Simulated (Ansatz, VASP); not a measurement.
**GaAs: VASP beside Ansatz**

Contents of INCAR:

```
  PREC = Accurate
  ENCUT = 520
  EDIFF = 1E-6
  ISMEAR = -1
  SIGMA = 0.08
  LREAL = F
  LASPH = T
  NELM = 80
  ALGO = Normal
  ISIF = 2
  LWAVE = F
  LCHARG = F
  NBANDS = 16
```

The input KPOINTS:

```
regular mesh
0
Gamma
  10 10 10
```

The input POSCAR:

```
GaAs
1.0
    0.0000000000      2.8640496607      2.8640496607
    2.8640496607      0.0000000000      2.8640496607
    2.8640496607      2.8640496607      0.0000000000
Ga As
1 1
Direct
    0.0000000000      0.0000000000      0.0000000000
    0.7500000000      0.7500000000      0.7500000000
```

Input for Ansatz:

```yaml
crystal:
  lattice:
    - [0.0, 2.8640496607, 2.8640496607]
    - [2.8640496607, 0.0, 2.8640496607]
    - [2.8640496607, 2.8640496607, 0.0]
  atoms:
    - { symbol: Ga, position: [0.0, 0.0, 0.0] }
    - { symbol: As, position: [0.75, 0.75, 0.75] }
kpoints:
  mp_grid: { grid: [10, 10, 10] }
  band_path:
    path:
      - [0.0, 0.0, 0.0]
      - [-0.5, -0.5, 0.0]
      - [-0.375, -0.375, 0.25]
      - [-0.375, 0.0, 0.375]
      - [0.0, 0.0, 0.0]
      - [0.0, 0.0, 0.5]
      - [-0.5, -0.25, 0.25]
      - [-0.5, -0.5, 0.0]
    npoints: 5
scf:
  occupations: { method: fermi_dirac, width: 0.08 }
hamiltonian:
  xc: lda
  pseudopotentials: { kind: all_electron, lapw: { basis_error: 0.001 } }
output:
  forces: true
  stress: true
  eigenvalues: true
```

Change from the starting cell: volume scaled by 1.04.

Alike in both runs: task single point; functional LDA; k mesh 10 × 10 × 10; occupations fermi-dirac, width 0.08 eV; no spin polarisation.

|  | VASP | Ansatz |
| --- | --- | --- |
| version | VASP 6.6.1 | Ansatz 0.2.0 |
| potentials or method | VASP PAW LDA potentials, release 64 (Ga_d, As), cutoff 520 eV | all-electron LAPW, scalar-relativistic |

|  | VASP | Ansatz | Ansatz less VASP |
| --- | --- | --- | --- |
| pressure (GPa) | -3.9 | -4.1 | -0.20 |

LDA's correlation is that of Perdew and Zunger in VASP and of Perdew and Wang (1992) in Ansatz. Ansatz ran all-electron here, and VASP with PAW potentials.
